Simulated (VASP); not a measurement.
# Ni (Im-3m) in VASP: a series of runs, part 3 of 3

VASP 6.6.1. Earlier steps stand in the parts before.

### 5 Relaxation of cell and atoms, PBEsol, collinear spin, ferromagnetic start

This run uses another cell than the first one, of 10.60 Å³/atom.

Contents of INCAR:

```
SYSTEM = Ni
PREC     = Accurate       ! precision mode
ENCUT    = 600            ! plane-wave cutoff, eV
EDIFF    = 1E-7           ! SCF threshold, eV
ISMEAR   = -1             ! smearing method
SIGMA    = 0.15           ! smearing width, eV
LREAL    = .FALSE.        ! projectors in reciprocal space
LASPH    = .TRUE.         ! aspherical terms in the spheres
NELM     = 200            ! most SCF steps
ALGO     = Normal         ! electronic algorithm
ISIF     = 3              ! what is computed and relaxed
LWAVE    = .FALSE.        ! write WAVECAR
LCHARG   = .FALSE.        ! write CHGCAR
ISPIN    = 2              ! spin polarisation
MAGMOM   = 2              ! initial moments
LORBIT   = 11             ! projections on sites
LMAXMIX  = 4              ! l up to which the mixer works
GGA      = PS             ! functional
IBRION   = 2              ! ionic algorithm
NSW      = 80             ! ionic steps
EDIFFG   = -0.02          ! ionic threshold
GGA_COMPAT= .FALSE.      
NELMIN   = 4
```

Contents of KPOINTS:

```
Automatic mesh
0
G
  17 17 17
  0 0 0
```

Contents of POSCAR:

```
Ni
1.0
   -1.3837154700      1.3837154700      1.3837154700
    1.3837154700     -1.3837154700      1.3837154700
    1.3837154700      1.3837154700     -1.3837154700
Ni
1
Direct
    0.0000000000      0.0000000000      0.0000000000
```

Potentials or basis: VASP PAW PBE potentials, release 64 (Ni).

Run with:

```console
> cat potpaw_PBE.64/Ni/POTCAR > POTCAR
> mpirun -np 1 vasp_std > vasp.out
```

OUTCAR:

```text
SYSTEM = Ni
   PREC = Accurate
   ENCUT = 600
   EDIFF = 1E-7
   ISMEAR = -1
   LREAL = .FALSE.
   LASPH = .TRUE.
   NELM = 200
   ISIF = 3
   ISPIN = 2
   LORBIT = 11
   GGA = PS
   IBRION = 2
   NSW = 80
   EDIFFG = -0.02
   NELMIN = 4

 ion  position               nearest neighbor table
   1  0.000  0.000  0.000-

  LATTYP: Found a body centered cubic cell.
 ALAT       =     2.7674309400

  Lattice vectors:

 A1 = (  -1.3837154700,   1.3837154700,   1.3837154700)
 A2 = (   1.3837154700,  -1.3837154700,   1.3837154700)
 A3 = (   1.3837154700,   1.3837154700,  -1.3837154700)

Analysis of symmetry for initial positions (statically):
=====================================================================
 Subroutine PRICEL returns:
 Original cell was already a primitive cell.

 Routine SETGRP: Setting up the symmetry group for a
 body centered cubic supercell.

 Subroutine GETGRP returns: Found 48 space group operations
 (whereof 48 operations were pure point group operations)
 out of a pool of 48 trial point group operations.

The static configuration has the point symmetry O_h .

Analysis of symmetry for dynamics (positions and initial velocities):
=====================================================================
 Subroutine PRICEL returns:
 Original cell was already a primitive cell.

 Routine SETGRP: Setting up the symmetry group for a
 body centered cubic supercell.

 Subroutine GETGRP returns: Found 48 space group operations
 (whereof 48 operations were pure point group operations)
 out of a pool of 48 trial point group operations.

The dynamic configuration has the point symmetry O_h .

Analysis of structural, dynamic, and magnetic symmetry:
=====================================================================
 Subroutine PRICEL returns:
 Original cell was already a primitive cell.

 Routine SETGRP: Setting up the symmetry group for a
 body centered cubic supercell.

 Subroutine GETGRP returns: Found 48 space group operations
 (whereof 48 operations were pure point group operations)
 out of a pool of 48 trial point group operations.

The overall configuration has the point symmetry O_h .

 Subroutine INISYM returns: Found 48 space group operations
 (whereof 48 operations are pure point group operations),
 and found     1 'primitive' translations

----------------------------------------------------------------------------------------

                                     Primitive cell

  volume of cell :      10.5974

  direct lattice vectors                    reciprocal lattice vectors
    -1.383715470  1.383715470  1.383715470     0.000000000  0.361345964  0.361345964
     1.383715470 -1.383715470  1.383715470     0.361345964  0.000000000  0.361345964
     1.383715470  1.383715470 -1.383715470     0.361345964  0.361345964  0.000000000

  length of vectors
     2.396665497  2.396665497  2.396665497     0.511020363  0.511020363  0.511020363

  position of ions in fractional coordinates (direct lattice)
     0.000000000  0.000000000  0.000000000

  ion indices of the primitive-cell ions
   primitive index   ion index
                 1           1
[... 57 lines left out ...]
   dimension x,y,z NGX =    20 NGY =   20 NGZ =   20
   dimension x,y,z NGXF=    40 NGYF=   40 NGZF=   40
   ions per type =               1
   NGX,Y,Z   is equivalent  to a cutoff of  13.87, 13.87, 13.87 a.u.
   NGXF,Y,Z  is equivalent  to a cutoff of  27.75, 27.75, 27.75 a.u.
 SYSTEM =  Ni
   PREC   = accura    normal or accurate (medium, high low for compatibility)
   ISTART =      0    job   : 0-new  1-cont  2-samecut
   ICHARG =      2    charge: 1-file 2-atom 10-const
   ISPIN  =      2    spin polarized calculation?
   LNONCOLLINEAR =      F non collinear calculations
   LSORBIT =      F    spin-orbit coupling
   LASPH  =      T    aspherical Exc in radial PAW
   ENCUT  =  600.0 eV  44.10 Ry    6.64 a.u.   4.79  4.79  4.79*2*pi/ulx,y,z
   NELM   =    200;   NELMIN=  4; NELMDL= -5     # of ELM steps
   EDIFF  = 0.1E-06   stopping-criterion for ELM
   LREAL  =      F    real-space projection
   EDIFFG = -.2E-01   stopping-criterion for IOM
   NSW    =     80    number of steps for IOM
   IBRION =      2    ionic relax: 0-MD 1-quasi-New 2-CG
   NFREE  =      1    steps in history (QN), initial steepest desc. (CG)
   ISIF   =      3    stress and relaxation
   ISYM   =      2    0-nonsym 1-usesym 2-fastsym
   POTIM  = 0.5000    time-step for ionic-motion
   TEBEG  =    0.0;   TEEND  =   0.0 temperature during run
   PSTRESS=    0.0 pullay stress
   NELECT =      10.0000    total number of electrons
   NUPDOWN=      -1.0000    fix difference up-down
   EMIN   =  10.00;   EMAX   =-10.00  energy-range for DOS
   EFERMI =   0.00;   METHOD = LEGACY
   ISMEAR =    -1;   SIGMA  =   0.15  broadening in eV -4-tet -1-fermi 0-gaus
   EFERMI_NEDOS =   21; number of points for ismear=-14 and -15
   IALGO  =     38    algorithm
   IMIX   =      4    mixing-type and parameters
     AMIX     =   0.40;   BMIX     =  1.00
     AMIX_MAG =   1.60;   BMIX_MAG =  1.00
  volume/ion in A,a.u.               =      10.60        71.51
  Fermi-wavevector in a.u.,A,eV,Ry     =   1.605738  3.034405 35.081190  2.578395
  Thomas-Fermi vector in A             =   2.702037
   LORBIT       =     11    0 simple, 1 ext, 2 COOP (PROOUT), +10 PAW based schemes
   GGA     = PS    functional components
   LHFCALC =     F    Hartree Fock is set to
   AEXX    =    0.0000 exact exchange contribution
   IVDW    =     0    specifies the selected vdW correction
   LEPSILON=     F    determine dielectric tensor
   LRPA    =     F    only Hartree local field effects (RPA)
 conjugate gradient relaxation of ions
 spin polarized calculation
  energy-cutoff  :      600.00
  volume of cell :       10.60
 maximum number of plane-waves:       370
   NGX =  9   NGY =  9   NGZ =  9

--------------------------------------- Ionic step        1  -------------------------------------------

 number of electron      10.0000001 magnetization       0.3917715

 Free energy of the ion-electron system (eV)
  ---------------------------------------------------
  ext. energy  EPLUGINS =         0.00000000
  ---------------------------------------------------
  free energy    TOTEN  =        -6.09873242 eV

  energy without entropy =       -5.96044427  energy(sigma->0) =       -6.02958835

------------------------ aborting loop because EDIFF is reached ----------------------------------------

  FORCE on cell =-STRESS in cart. coord.  units (eV):
  Direction    XX          YY          ZZ          XY          YZ          ZX
  --------------------------------------------------------------------------------------
  -------------------------------------------------------------------------------------
  Total       -0.1556819     -0.1556819     -0.1556819      0.0000000      0.0000000      0.0000000
  in kB      -23.5368523    -23.5368523    -23.5368523      0.0000000      0.0000000      0.0000000
  external PRESSURE =     -23.5368523 kB  Pullay stress =       0.0000000 kB
[... 57 lines left out ...]
--------------------------------------- Ionic step        3  -------------------------------------------

 number of electron      10.0000005 magnetization       0.3655648

 Free energy of the ion-electron system (eV)
  ---------------------------------------------------
  ext. energy  EPLUGINS =         0.00000000
  ---------------------------------------------------
  free energy    TOTEN  =        -6.09963642 eV

  energy without entropy =       -5.96209138  energy(sigma->0) =       -6.03086390

 E-fermi :   9.6194     XC(G=0): -13.6582

 val. band max:        9.6163259192   @ k =   0.3529   0.0588  -0.0000
 cond. band min:       9.6200307314   @ k =   0.1765   0.1765   0.0000
 fundamental gap:      0.0037048122
 Fermi energy:         9.6193662794

 spin component 1

 k-point     1 :       0.0000    0.0000    0.0000
  band No.  band energies     occupation
      1       0.4032      1.00000
      2       7.3323      1.00000
      3       7.3323      1.00000
      4       7.3323      1.00000
      5       8.7595      0.99677
      6       8.7595      0.99677
      7      36.4166      0.00000
      8      36.4166      0.00000
      9      36.4166      0.00000
     10      41.5599      0.00000
[... 287 lines left out ...]
 k-point    24 :       0.1765    0.1765    0.0000
  band No.  band energies     occupation
      1       3.8408      1.00000
      2       6.7800      1.00000
      3       6.8466      1.00000
      4       8.4416      0.99961
      5       8.8960      0.99201
      6       9.2261      0.93225
      7      25.2215      0.00000
      8      26.0608      0.00000
      9      31.8301      0.00000
     10      36.7846      0.00000

 [... further k-points ...]

 spin component 2

 k-point     1 :       0.0000    0.0000    0.0000
  band No.  band energies     occupation
      1       0.4106      1.00000
      2       7.7336      1.00000
      3       7.7336      1.00000
      4       7.7336      1.00000
      5       9.1304      0.96302
      6       9.1304      0.96302
      7      36.3730      0.00000
      8      36.3730      0.00000
      9      36.3730      0.00000
     10      41.5461      0.00000
[... 327 lines left out ...]
  FREE ENERGIE OF THE ION-ELECTRON SYSTEM (eV)
  ---------------------------------------------------
  free  energy   TOTEN  =        -6.0996364181 eV

  energy  without entropy=       -5.9620913846  energy(sigma->0) =       -6.03086390

 reached required accuracy - stopping structural energy minimisation

 total charge

# of ion       s       p       d       tot
------------------------------------------
    1        0.511   0.530   8.346   9.387

 magnetization (x)

# of ion       s       p       d       tot
------------------------------------------
    1       -0.002  -0.011   0.381   0.368
```

Wall time 45 s (1 thread of Intel Xeon 6975P-C (Granite Rapids), shared host); peak memory 0.17 GiB.

Results:

- Free energy: -6.0996 eV
- Relaxed volume: 10.48 Å³/atom
- Relaxed cell: a = 2.387 Å, b = 2.387 Å, c = 2.387 Å, α = 109.47°, β = 109.47°, γ = 109.47°
- Space group after relaxing (to 0.1 Å): Im-3m (No. 229)
- Energy gained by relaxing: 0.9 meV/atom
- Ionic steps: 3
- Pressure after relaxing: 0.0 GPa
- Net moment: 0.37 μB per cell
- Site moments: Ni +0.37 μB
- Valence electrons inside the program's atomic spheres: Ni 9.39

Step by step:
```csv
step,energy change (eV),largest force (eV/Å),pressure (GPa),volume (Å³)
1,0.0000,0.0000,-2.35,10.60
2,0.0000,0.0000,2.40,10.36
3,-0.0009,0.0000,0.01,10.48
```

Final structure:
```yaml
crystal:
  lattice:
    - [-1.37841, 1.37841, 1.37841]
    - [1.37841, -1.37841, 1.37841]
    - [1.37841, 1.37841, -1.37841]
  atoms:
    - { symbol: Ni, position: [0.00000, 0.00000, 0.00000] }
```

Levels at points of the mesh, in eV from the Fermi level:
Spin up:
| k point | band 3 | band 4 | band 5 | band 6 | band 7 | band 8 |
| --- | --- | --- | --- | --- | --- | --- |
| (0.00, 0.00, 0.00) | -2.29 | -2.29 | -0.86 | -0.86 | 26.80 | 26.80 |
Spin down:
| k point | band 1 | band 2 | band 3 | band 4 | band 5 | band 6 | band 7 | band 8 | band 9 | band 10 |
| --- | --- | --- | --- | --- | --- | --- | --- | --- | --- | --- |
| (0.00, 0.00, 0.00) | -9.21 | -1.89 | -1.89 | -1.89 | -0.49 | -0.49 | 26.75 | 26.75 | 26.75 | 31.93 |

Caveat: the PAW data sets were made with another functional, which shifts forces and pressure a little.

### 6 Relaxation of cell and atoms, PBEsol+D3(BJ), collinear spin, ferromagnetic start

This run uses another cell than the first one, of 10.60 Å³/atom.

Contents of INCAR:

```
SYSTEM = Ni
ALGO = Normal ; EDIFF = 1E-7
EDIFFG = -0.02 ; ENCUT = 600
GGA = PS ; GGA_COMPAT = .FALSE.
IBRION = 2 ; ISIF = 3
ISMEAR = -1 ; ISPIN = 2
IVDW = 12 ; LASPH = .TRUE.
LCHARG = .FALSE. ; LMAXMIX = 4
LORBIT = 11 ; LREAL = .FALSE.
LWAVE = .FALSE. ; MAGMOM = 2
NELM = 200 ; NELMIN = 4
NSW = 80 ; PREC = Accurate
SIGMA = 0.15
```

Contents of KPOINTS:

```
k-points
0
G
  17 17 17
  0 0 0
```

POSCAR is that of step 5.

Potentials or basis: VASP PAW PBE potentials, release 64 (Ni).

Run with:

```console
> cat potpaw_PBE.64/Ni/POTCAR > POTCAR
> mpirun -np 1 vasp_std > vasp.out
```

Run time: 59 s. Hardware: 1 thread of Intel Xeon 6975P-C (Granite Rapids), shared host; peak memory 0.18 GiB.

It converged, with:

```
Free energy                                           : -6.5397 eV
Relaxed volume                                        : 10.14 Å³/atom
Relaxed cell                                          : a = 2.362 Å, b = 2.362 Å, c = 2.362 Å, α = 109.47°, β = 109.47°, γ = 109.47°
Space group after relaxing (to 0.1 Å)                 : Im-3m (No. 229)
Energy gained by relaxing                             : 12.2 meV/atom
Ionic steps                                           : 4
Pressure after relaxing                               : 0.0 GPa
Band gap on the k mesh                                : zero (filled and empty bands overlap)
Net moment                                            : 0.00 μB per cell
Valence electrons inside the program's atomic spheres : Ni 9.45
Dispersion energy per atom                            : -0.448 eV
```

The path:
| step | energy change (eV) | largest force (eV/Å) | pressure (GPa) | volume (Å³) |
| --- | --- | --- | --- | --- |
| 1 | 0.0000 | 0.0000 | -8.72 | 10.60 |
| 2 | 0.0006 | 0.0000 | 10.67 | 9.74 |
| 3 | -0.0122 | 0.0000 | -0.40 | 10.16 |
| 4 | -0.0122 | 0.0000 | -0.03 | 10.14 |

Final structure:
```cif
data_structure
_symmetry_space_group_name_H-M 'P 1'
_symmetry_Int_Tables_number 1
_cell_length_a 2.3617
_cell_length_b 2.3617
_cell_length_c 2.3617
_cell_angle_alpha 109.471
_cell_angle_beta 109.471
_cell_angle_gamma 109.471
_cell_volume 10.14
loop_
_atom_site_label
_atom_site_type_symbol
_atom_site_fract_x
_atom_site_fract_y
_atom_site_fract_z
_atom_site_occupancy
Ni1 Ni 0.00000 0.00000 0.00000 1
```

Levels at points of the mesh, in eV from the Fermi level:
Spin up:
```
           k point  band 2  band 3  band 4  band 5  band 6  band 7  band 8  band 9
(0.00, 0.00, 0.00)   -2.14   -2.14   -2.14   -0.66   -0.66   27.15   27.15   27.15
```
Spin down:
```
           k point  band 3  band 4  band 5  band 6  band 7  band 8
(0.00, 0.00, 0.00)   -2.14   -2.14   -0.66   -0.66   27.15   27.15
```

Caveat: the PAW data sets were made with another functional, which shifts forces and pressure a little.

### 7 Relaxation of cell and atoms, r2SCAN+D4, collinear spin, ferromagnetic start

This run uses another cell than the first one, of 10.60 Å³/atom.

POSCAR is that of step 6.

Contents of INCAR.step1:

```
PREC     = Accurate       # precision mode
ENCUT    = 660            # plane-wave cutoff, eV
ISMEAR   = -1             # smearing method
SIGMA    = 0.15           # smearing width, eV
LREAL    = F              # projectors in reciprocal space
LASPH    = T              # aspherical terms in the spheres
NELM     = 200            # most SCF steps
ISPIN    = 2              # spin polarisation
MAGMOM   = 2              # initial moments
LMAXMIX  = 4              # l up to which the mixer works
GGA      = PE             # functional
ALGO     = Normal         # electronic algorithm
EDIFF    = 1E-5           # SCF threshold, eV
LWAVE    = T              # write WAVECAR
LCHARG   = F              # write CHGCAR
GGA_COMPAT= F            
IBRION   = 2              # ionic algorithm
ISIF     = 3              # what is computed and relaxed
EDIFFG   = -0.005         # ionic threshold
NELMIN   = 4            
NSW      = 100            # ionic steps
```

Contents of INCAR.step2:

```
PREC     = Accurate       # precision mode
ENCUT    = 660            # plane-wave cutoff, eV
EDIFF    = 1E-7           # SCF threshold, eV
ISMEAR   = -1             # smearing method
SIGMA    = 0.15           # smearing width, eV
LREAL    = F              # projectors in reciprocal space
LASPH    = T              # aspherical terms in the spheres
NELM     = 200            # most SCF steps
ALGO     = Normal         # electronic algorithm
ISIF     = 3              # what is computed and relaxed
LWAVE    = F              # write WAVECAR
LCHARG   = F              # write CHGCAR
ISPIN    = 2              # spin polarisation
MAGMOM   = 2              # initial moments
LORBIT   = 11             # projections on sites
LMAXMIX  = 4              # l up to which the mixer works
METAGGA  = R2SCAN         # meta-GGA
LMIXTAU  = T            
IVDW     = 13             # dispersion correction
VDW_S6   = 1.0          
VDW_S8   = 0.6018749    
VDW_A1   = 0.51559235   
VDW_A2   = 5.77342911   
IBRION   = 2              # ionic algorithm
NSW      = 80             # ionic steps
EDIFFG   = -0.02          # ionic threshold
ISTART   = 1            
GGA_COMPAT= F            
NELMIN   = 4
```

Contents of KPOINTS:

```
regular mesh
0
Gamma
  17 17 17
```

Run with:

```console
> cat potpaw_PBE.64/Ni/POTCAR > POTCAR
> cp INCAR.step1 INCAR
> mpirun -np 1 vasp_std > vasp.out
> cp INCAR.step2 INCAR
> mpirun -np 1 vasp_std > vasp.out
```

It took 3.9 min on 1 thread of Intel Xeon 6975P-C (Granite Rapids), shared host; peak memory 0.17 GiB.

The run converged. Its results:

```
Free energy                                           : -12.0410 eV
Relaxed volume                                        : 10.53 Å³/atom
Relaxed cell                                          : a = 2.392 Å, b = 2.392 Å, c = 2.392 Å, α = 109.47°, β = 109.47°, γ = 109.47°
Space group after relaxing (to 0.1 Å)                 : Im-3m (No. 229)
Energy gained by relaxing                             : 0.3 meV/atom
Ionic steps                                           : 3
Pressure after relaxing                               : -0.1 GPa
Net moment                                            : 0.64 μB per cell
Site moments                                          : Ni +0.65 μB
Valence electrons inside the program's atomic spheres : Ni 9.41
Dispersion energy per atom                            : -0.161 eV
```

The path:
| step | energy change (eV) | largest force (eV/Å) | pressure (GPa) | volume (Å³) |
| --- | --- | --- | --- | --- |
| 1 | 0.0000 | 0.0000 | -1.38 | 10.60 |
| 2 | 0.0001 | 0.0000 | 1.51 | 10.46 |
| 3 | -0.0003 | 0.0000 | -0.08 | 10.53 |

Final structure:
```
Ni
1.0
    -1.38088    1.38088    1.38088
     1.38088   -1.38088    1.38088
     1.38088    1.38088   -1.38088
Ni
1
Direct
  0.00000 0.00000 0.00000
```

Levels at points of the mesh, in eV from the Fermi level:
Spin up:
```csv
k point,band 2,band 3,band 4,band 5,band 6,band 7,band 8,band 9
"(0.00, 0.00, 0.00)",-2.76,-2.76,-2.76,-1.28,-1.28,27.77,27.77,27.77
```
Spin down:
| k point | band 1 | band 2 | band 3 | band 4 | band 5 | band 6 | band 7 | band 8 | band 9 | band 10 |
| --- | --- | --- | --- | --- | --- | --- | --- | --- | --- | --- |
| (0.00, 0.00, 0.00) | -9.69 | -1.69 | -1.69 | -1.69 | -0.51 | -0.51 | 27.74 | 27.74 | 27.74 | 33.02 |

Caveat: the PAW data sets were made with another functional, which shifts forces and pressure a little.

### 8 The runs side by side

```tsv
task	level	cell	cutoff (eV)	gap on the mesh (eV)	pressure (GPa)	moment (μB)	relaxed volume (Å³/atom)
single point	PBEsol+D3(BJ)	a = 2.364 Å, angles 109.5°, 1 atom	600	none	-0.3	0.27	-
single point	PBEsol	a = 2.388 Å, angles 109.5°, 1 atom	600	none	-0.2	0.37	-
single point	r2SCAN+D4	a = 2.391 Å, angles 109.5°, 1 atom	660	none	0.2	0.64	-
relaxation of cell and atoms	PBEsol	relaxed from a = 2.397 Å, angles 109.5°, 1 atom	600	none	0.0	0.37	10.48
relaxation of cell and atoms	r2SCAN+D4	relaxed from a = 2.397 Å, angles 109.5°, 1 atom	660	none	-0.1	0.64	10.53
```

Alike in all rows: potentials or basis VASP PAW PBE potentials, release 64 (Ni); spin collinear, ferromagnetic start; k mesh 17 × 17 × 17; smearing fermi-dirac 0.15 eV.

Caveats: the PAW data sets were made with another functional, which shifts forces and pressure a little.

Absolute energies hang on the potentials; compare differences alone.
